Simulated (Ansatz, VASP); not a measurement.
One calculation of Cu, two programs

The input INCAR:

```
ALGO = Normal
EDIFF = 1E-6
ENCUT = 520
GGA = PE
ISIF = 2
ISMEAR = -1
LASPH = T
LCHARG = F
LREAL = F
LWAVE = F
NBANDS = 12
NELM = 100
PREC = Accurate
SIGMA = 0.1
```

File KPOINTS:

```
k-points
0
Gamma
  5 5 5
```

The input POSCAR:

```
Cu
1.0
    0.0000000000      1.8145751207      1.8145751207
    1.8145751207      0.0000000000      1.8145751207
    1.8145751207      1.8145751207      0.0000000000
Cu
1
Direct
    0.0000000000      0.0000000000      0.0000000000
```

Input for Ansatz:

```yaml
crystal:
  lattice:
    - [0.0, 1.8145751207, 1.8145751207]
    - [1.8145751207, 0.0, 1.8145751207]
    - [1.8145751207, 1.8145751207, 0.0]
  atoms:
    - { symbol: Cu, position: [0.0, 0.0, 0.0] }
hamiltonian:
  xc: pbe
  pseudopotentials:
    kind: paw
    azcp:
      Cu: "pseudopotentials/Cu.paw.azcp"
basis:
  ecutwfc: 420
  fft_grid_basis: typed
kpoints:
  mp_grid: { grid: [5, 5, 5], shift: [0, 0, 0] }
magnetization:
  spin_polarized: false
scf:
  occupations: { method: fermi_dirac, width: 0.1 }
  lower_state_search: "off"
output:
  stress: true
```

Alike in both runs: task single point; functional PBE; k mesh 5 × 5 × 5; occupations fermi-dirac, width 0.1 eV; no spin polarisation.

```csv
,VASP,Ansatz
version,VASP 6.6.1,Ansatz 0.2.0
potentials or method,"VASP PAW PBE potentials, release 64 (Cu), cutoff 520 eV","plane waves (420 eV) with PAW, scalar-relativistic"
valence electrons in the cell,11,19
```

```csv
,VASP,Ansatz,Ansatz less VASP
pressure (GPa),-0.1,-0.6,-0.53
```

VASP's potentials hold 11 valence electrons a cell and Ansatz's 19, so a difference there can come from the potentials and not from the codes.

The k mesh is coarse, so the values compare programs but aren't converged.
